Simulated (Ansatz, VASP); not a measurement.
## Ta4C3 in VASP and in Ansatz

```
Ta C
1.0
     4.42479    0.00000    0.00000
     0.00000    4.42479    0.00000
     0.00000    0.00000    4.42479
Ta C
4 3
Direct
  0.00000 0.50000 0.50000
  0.50000 0.00000 0.50000
  0.50000 0.50000 0.00000
  0.04520 0.00000 0.00000
  0.50000 0.00000 0.00000
  0.00000 0.50000 0.00000
  0.00000 0.00000 0.50000
```

Alike in both runs: task single point; functional r2SCAN; k mesh 10 × 10 × 10; occupations gaussian, width 0.15 eV; no spin polarisation.

```csv
,VASP,Ansatz
version,VASP 6.6.1,Ansatz 0.2.0
potentials or method,"VASP PAW PBE potentials, release 64 (Ta_pv, C), cutoff 520 eV","scalar-relativistic, plane waves, PAW"
valence electrons in the cell,56,64
```

```tsv
	VASP	Ansatz	Ansatz less VASP
gap on the k mesh at the Fermi level (eV)	none	none	-
pressure (GPa)	3.6	2.5	-1.11
traceless stress, the component that is largest in VASP (GPa)	4.01	3.94	-0.071
rms of the force components (eV/Å)	0.924	0.918	-0.0056
```

VASP's potentials were made for PBE, not for r2SCAN. Atom by atom the forces differ by 0.007 eV/Å (rms over components). A gap of «none» marks a metal or a gap that the smearing closes. VASP's potentials hold 56 valence electrons a cell and Ansatz's 64, so a difference there can come from the potentials and not from the codes.

Neither program's run includes spin-orbit coupling.
